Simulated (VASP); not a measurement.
# Ag (Fm-3m) in VASP: single point with r2SCAN

Aim: the single point of Ag with r2SCAN.

Everything below comes from runs of VASP 6.6.1. Logs are shortened: lines on timing, memory, paths and dates and some standing lists are left out, and cuts for length are marked.

### Step 1. The cell of the first run

It takes space group Fm-3m (No. 225, cubic). Conventional cell: a = 4.025 Å, b = 4.025 Å, c = 4.025 Å, α = 90.00°, β = 90.00°, γ = 90.00°. Ag (site symmetry m-3m) has 12 Ag at 2.85 Å within 3.8 Å.

### Step 2. Single point, r2SCAN

POSCAR

```
Ag
1.0
    0.0000000000      2.0125634800      2.0125634800
    2.0125634800      0.0000000000      2.0125634800
    2.0125634800      2.0125634800      0.0000000000
Ag
1
Direct
    0.0000000000      0.0000000000      0.0000000000
```

INCAR.step1

```
SYSTEM = Ag
PREC     = Accurate       ! precision mode
ENCUT    = 550            ! plane-wave cutoff, eV
ISMEAR   = 1              ! smearing method
SIGMA    = 0.0416         ! smearing width, eV
LREAL    = .False.        ! projectors in reciprocal space
LASPH    = .True.         ! aspherical terms in the spheres
NELM     = 120            ! most SCF steps
NBANDS   = 12             ! bands
GGA      = PE             ! functional
ALGO     = Normal         ! electronic algorithm
EDIFF    = 1E-5           ! SCF threshold, eV
LWAVE    = .True.         ! write WAVECAR
LCHARG   = .False.        ! write CHGCAR
GGA_COMPAT= .False.
```

INCAR.step2

```
SYSTEM = Ag
PREC     = Accurate       ! precision mode
ENCUT    = 550            ! plane-wave cutoff, eV
EDIFF    = 1E-6           ! SCF threshold, eV
ISMEAR   = 1              ! smearing method
SIGMA    = 0.0416         ! smearing width, eV
LREAL    = .False.        ! projectors in reciprocal space
LASPH    = .True.         ! aspherical terms in the spheres
NELM     = 120            ! most SCF steps
ALGO     = Normal         ! electronic algorithm
ISIF     = 2              ! what is computed and relaxed
LWAVE    = .False.        ! write WAVECAR
LCHARG   = .False.        ! write CHGCAR
METAGGA  = R2SCAN         ! meta-GGA
LMIXTAU  = .True.       
NBANDS   = 12             ! bands
ISTART   = 1            
GGA_COMPAT= .False.
```

KPOINTS

```
Automatic mesh
0
Gamma
  11 11 11
  0 0 0
```

Potentials or basis: VASP PAW PBE potentials, release 64 (Ag).

Run with:

```sh
cat potpaw_PBE.64/Ag/POTCAR > POTCAR
cp INCAR.step1 INCAR
mpirun -np 1 vasp_std > vasp.out
cp INCAR.step2 INCAR
mpirun -np 1 vasp_std > vasp.out
```

OUTCAR:

```text
SYSTEM = Ag
   PREC = Accurate
   ENCUT = 550
   EDIFF = 1E-6
   ISMEAR = 1
   LREAL = .False.
   LASPH = .True.
   NELM = 120
   ISIF = 2
   METAGGA = R2SCAN
   ISTART = 1

 ion  position               nearest neighbor table
   1  0.000  0.000  0.000-

  LATTYP: Found a face centered cubic cell.
 ALAT       =     4.0251269600

  Lattice vectors:

 A1 = (   0.0000000000,   2.0125634800,   2.0125634800)
 A2 = (   2.0125634800,   0.0000000000,   2.0125634800)
 A3 = (   2.0125634800,   2.0125634800,   0.0000000000)

Analysis of symmetry for initial positions (statically):
=====================================================================
 Subroutine PRICEL returns:
 Original cell was already a primitive cell.

 Routine SETGRP: Setting up the symmetry group for a
 face centered cubic supercell.

 Subroutine GETGRP returns: Found 48 space group operations
 (whereof 48 operations were pure point group operations)
 out of a pool of 48 trial point group operations.

The static configuration has the point symmetry O_h .

Analysis of symmetry for dynamics (positions and initial velocities):
=====================================================================
 Subroutine PRICEL returns:
 Original cell was already a primitive cell.

 Routine SETGRP: Setting up the symmetry group for a
 face centered cubic supercell.

 Subroutine GETGRP returns: Found 48 space group operations
 (whereof 48 operations were pure point group operations)
 out of a pool of 48 trial point group operations.

The dynamic configuration has the point symmetry O_h .

 Subroutine INISYM returns: Found 48 space group operations
 (whereof 48 operations are pure point group operations),
 and found     1 'primitive' translations

----------------------------------------------------------------------------------------

                                     Primitive cell

  volume of cell :      16.3034

  direct lattice vectors                    reciprocal lattice vectors
     0.000000000  2.012563480  2.012563480    -0.248439368  0.248439368  0.248439368
     2.012563480  0.000000000  2.012563480     0.248439368 -0.248439368  0.248439368
     2.012563480  2.012563480  0.000000000     0.248439368  0.248439368 -0.248439368

  length of vectors
     2.846194569  2.846194569  2.846194569     0.430309609  0.430309609  0.430309609

  position of ions in fractional coordinates (direct lattice)
     0.000000000  0.000000000  0.000000000

  ion indices of the primitive-cell ions
   primitive index   ion index
                 1           1

----------------------------------------------------------------------------------------

 KPOINTS: Automatic mesh

Automatic generation of k-mesh.
 Grid dimensions read from file:
 generate k-points for:   11   11   11

 Generating k-lattice:

  Cartesian coordinates                     Fractional coordinates (reciprocal lattice)
    -0.022585397  0.022585397  0.022585397     0.090909091  0.000000000  0.000000000
     0.022585397 -0.022585397  0.022585397     0.000000000  0.090909091  0.000000000
     0.022585397  0.022585397 -0.022585397     0.000000000  0.000000000  0.090909091

  Length of vectors
     0.039119055  0.039119055  0.039119055

  Shift w.r.t. Gamma in fractional coordinates (k-lattice)
     0.000000000  0.000000000  0.000000000

 Subroutine IBZKPT returns following result:
 ===========================================

 Found     56 irreducible k-points:

 Following reciprocal coordinates:
            Coordinates               Weight
  0.000000  0.000000  0.000000      1.000000
  0.090909  0.000000  0.000000      8.000000
  0.181818  0.000000  0.000000      8.000000
  0.272727  0.000000  0.000000      8.000000
  0.363636  0.000000  0.000000      8.000000
  0.454545  0.000000  0.000000      8.000000
[... 16 lines left out ...]
 -0.272727  0.181818  0.000000     24.000000
 -0.181818  0.181818  0.000000     12.000000
 [... further k-points ...]
   k-points           NKPTS =     56   k-points in BZ     NKDIM =     56   number of bands    NBANDS=     12
   number of dos      NEDOS =    301   number of ions     NIONS =      1
   total plane-waves  NPLWV =  13824
   dimension x,y,z NGX =    24 NGY =   24 NGZ =   24
   dimension x,y,z NGXF=    48 NGYF=   48 NGZF=   48
   ions per type =               1
   NGX,Y,Z   is equivalent  to a cutoff of  14.02, 14.02, 14.02 a.u.
   NGXF,Y,Z  is equivalent  to a cutoff of  28.04, 28.04, 28.04 a.u.
 SYSTEM =  Ag
   PREC   = accura    normal or accurate (medium, high low for compatibility)
   ISTART =      1    job   : 0-new  1-cont  2-samecut
   ICHARG =      0    charge: 1-file 2-atom 10-const
   ISPIN  =      1    spin polarized calculation?
   LNONCOLLINEAR =      F non collinear calculations
   LSORBIT =      F    spin-orbit coupling
   LASPH  =      T    aspherical Exc in radial PAW
   ENCUT  =  550.0 eV  40.42 Ry    6.36 a.u.   5.44  5.44  5.44*2*pi/ulx,y,z
   NELM   =    120;   NELMIN=  2; NELMDL=  0     # of ELM steps
   EDIFF  = 0.1E-05   stopping-criterion for ELM
   LREAL  =      F    real-space projection
   EDIFFG = 0.1E-04   stopping-criterion for IOM
   NSW    =      0    number of steps for IOM
   IBRION =     -1    ionic relax: 0-MD 1-quasi-New 2-CG
   NFREE  =      0    steps in history (QN), initial steepest desc. (CG)
   ISIF   =      2    stress and relaxation
   ISYM   =      2    0-nonsym 1-usesym 2-fastsym
   POTIM  = 0.5000    time-step for ionic-motion
   TEBEG  =    0.0;   TEEND  =   0.0 temperature during run
   PSTRESS=    0.0 pullay stress
   NELECT =      11.0000    total number of electrons
   NUPDOWN=      -1.0000    fix difference up-down
   EMIN   =  10.00;   EMAX   =-10.00  energy-range for DOS
   EFERMI =   0.00;   METHOD = LEGACY
   ISMEAR =     1;   SIGMA  =   0.04  broadening in eV -4-tet -1-fermi 0-gaus
   EFERMI_NEDOS =   21; number of points for ismear=-14 and -15
   IALGO  =     38    algorithm
   IMIX   =      4    mixing-type and parameters
     AMIX     =   0.40;   BMIX     =  1.00
     AMIX_MAG =   1.60;   BMIX_MAG =  1.00
  volume/ion in A,a.u.               =      16.30       110.02
  Fermi-wavevector in a.u.,A,eV,Ry     =   1.435862  2.713386 28.051141  2.061701
  Thomas-Fermi vector in A             =   2.555114
   LORBIT       =      0    0 simple, 1 ext, 2 COOP (PROOUT), +10 PAW based schemes
   METAGGA = R2SCAN    functional components
   LHFCALC =     F    Hartree Fock is set to
   AEXX    =    0.0000 exact exchange contribution
   IVDW    =     0    specifies the selected vdW correction
   LEPSILON=     F    determine dielectric tensor
   LRPA    =     F    only Hartree local field effects (RPA)
 non-spin polarized calculation
 Methfessel and Paxton  Order N= 1 SIGMA  =   0.04
  energy-cutoff  :      550.00
  volume of cell :       16.30
 maximum number of plane-waves:       531
 NGX is ok and might be reduce to    24
   NGX = 11   NGY = 11   NGZ = 11

 number of electron      11.0000002 magnetization

 Free energy of the ion-electron system (eV)
  ---------------------------------------------------
  ext. energy  EPLUGINS =         0.00000000
  ---------------------------------------------------
  free energy    TOTEN  =       -21.33858312 eV

  energy without entropy =      -21.33861154  energy(sigma->0) =      -21.33859259

 E-fermi :   9.3584     XC(G=0): -13.2917

 val. band max:        9.2586010595   @ k =  -0.4545   0.0909   0.0000
 cond. band min:       9.3902479797   @ k =   0.4545   0.3636   0.0000
 fundamental gap:      0.1316469202
 Fermi energy:         9.3584005664

 k-point     1 :       0.0000    0.0000    0.0000
  band No.  band energies     occupation
      1       0.7502      2.00000
      2       3.7439      2.00000
      3       3.7439      2.00000
      4       3.7439      2.00000
      5       4.8761      2.00000
      6       4.8761      2.00000
      7      25.8212      0.00000
      8      29.8423      0.00000
      9      29.8423      0.00000
     10      29.8423      0.00000
     11      34.9000      0.00000
     12      36.2778      0.00000

 k-point     2 :       0.0909    0.0000    0.0000
  band No.  band energies     occupation
      1       1.0235      2.00000
      2       3.6833      2.00000
      3       3.8192      2.00000
      4       3.8192      2.00000
      5       4.8493      2.00000
      6       4.8493      2.00000
      7      25.8270      0.00000
      8      27.9467      0.00000
      9      29.9748      0.00000
     10      29.9748      0.00000
     11      34.6187      0.00000
     12      35.9014      0.00000

 k-point     3 :       0.1818    0.0000    0.0000
  band No.  band energies     occupation
      1       1.7183      2.00000
      2       3.6593      2.00000
      3       3.9532      2.00000
      4       3.9532      2.00000
      5       4.8598      2.00000
      6       4.8598      2.00000
      7      23.6966      0.00000
      8      26.8021      0.00000
      9      30.1894      0.00000
     10      30.1894      0.00000
     11      33.3042      0.00000
     12      34.7031      0.00000
[... 286 lines left out ...]
 k-point    23 :      -0.2727    0.1818    0.0000
  band No.  band energies     occupation
      1       2.8557      2.00000
      2       3.5505      2.00000
      3       4.0602      2.00000
      4       4.2704      2.00000
      5       4.9011      2.00000
      6       7.5869      2.00000
      7      18.3692      0.00000
      8      21.7074      0.00000
      9      27.4232      0.00000
     10      29.2624      0.00000
     11      32.4945      0.00000
     12      35.3616      0.00000

 k-point    24 :      -0.1818    0.1818    0.0000
  band No.  band energies     occupation
      1       2.8592      2.00000
      2       3.3006      2.00000
      3       3.9884      2.00000
      4       4.4197      2.00000
      5       4.4441      2.00000
      6       6.1793      2.00000
      7      21.8274      0.00000
      8      22.2311      0.00000
      9      28.8060      0.00000
     10      30.6354      0.00000
     11      31.5965      0.00000
     12      35.4226      0.00000

 [... further k-points ...]

------------------------ aborting loop because EDIFF is reached ----------------------------------------

  FORCE on cell =-STRESS in cart. coord.  units (eV):
  Direction    XX          YY          ZZ          XY          YZ          ZX
  --------------------------------------------------------------------------------------
  -------------------------------------------------------------------------------------
  Total        0.6975346      0.6975346      0.6975346     -0.0000000     -0.0000000      0.0000000
  in kB       68.5484427     68.5484427     68.5484427     -0.0000000     -0.0000000      0.0000000
  external PRESSURE =      68.5484427 kB  Pullay stress =       0.0000000 kB

 VOLUME and BASIS-vectors are now :
 -----------------------------------------------------------------------------
  energy-cutoff  :      550.00
  volume of cell :       16.30
      direct lattice vectors                 reciprocal lattice vectors
     0.000000000  2.012563480  2.012563480    -0.248439368  0.248439368  0.248439368
     2.012563480  0.000000000  2.012563480     0.248439368 -0.248439368  0.248439368
     2.012563480  2.012563480  0.000000000     0.248439368  0.248439368 -0.248439368

 POSITION                                       TOTAL-FORCE (eV/Angst)
 -----------------------------------------------------------------------------------
      0.00000      0.00000      0.00000        -0.000000     -0.000000     -0.000000
 -----------------------------------------------------------------------------------
    total drift:                               -0.000000      0.000000     -0.000000

  FREE ENERGIE OF THE ION-ELECTRON SYSTEM (eV)
  ---------------------------------------------------
  free  energy   TOTEN  =       -21.3385831165 eV

  energy  without entropy=      -21.3386115414  energy(sigma->0) =      -21.33859259
```

Wall time 33 s (1 thread of AMD EPYC 9R45 (Zen 5), shared host); peak memory 0.12 GiB.

What came out:

* Free energy: -21.3386 eV
* Pressure: 6.9 GPa
* Band gap on the k mesh: zero (an odd number of electrons rules out a gap without spin polarisation)

Caveat: the cell stands under pressure; the PAW data sets were made with another functional, which shifts forces and pressure a little.
